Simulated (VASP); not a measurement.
IrOs, 2 atoms in the cell. Symmetry: P-6m2, No. 187, hexagonal system. Conventional cell: a = 2.735 Å, b = 2.735 Å, c = 4.356 Å, α = 90.00°, β = 90.00°, γ = 120.00°. Within 3.5 Å of Os (site symmetry -6m2) lie 6 Ir at 2.69 Å and 6 Os at 2.73 Å. Within 3.5 Å of Ir (site symmetry -6m2) lie 6 Os at 2.69 Å and 6 Ir at 2.73 Å. 

| Item | Value |
| --- | --- |
| Program | VASP 6.6.1 |
| Task | single point |
| Functional | r2SCAN |
| Potentials or basis | VASP PAW PBE potentials, release 64 (Os_sv_GW, Ir_sv_GW) |
| Cutoff | 620 eV |
| k mesh | 18 × 18 × 10 |
| Occupations | gaussian, width 0.1 eV |
| Spin | no spin polarisation |
| Dipole correction | no |
| Further INCAR settings | ALGO = Normal; EDIFF = 1e-06; NBANDS = 24 |

Potentials or basis: VASP PAW PBE potentials, release 64 (Os_sv_GW, Ir_sv_GW).

Launch:

```sh
$ cat potpaw_PBE.64/Os_sv_GW/POTCAR potpaw_PBE.64/Ir_sv_GW/POTCAR > POTCAR
$ cp INCAR.step1 INCAR
$ mpirun -np 1 vasp_std > vasp.out
$ cp INCAR.step2 INCAR
$ mpirun -np 1 vasp_std > vasp.out
```

Hardware: 1 thread of AMD EPYC 7R43 64-Core Processor (Zen 3), with other jobs on the host.

Question: How long does it take, and how much memory?

Answer: It took 15 min on 1 thread of AMD EPYC 7R43 64-Core Processor (Zen 3), with other jobs on the host, peak memory 0.31 GiB. Counts: k points 222.
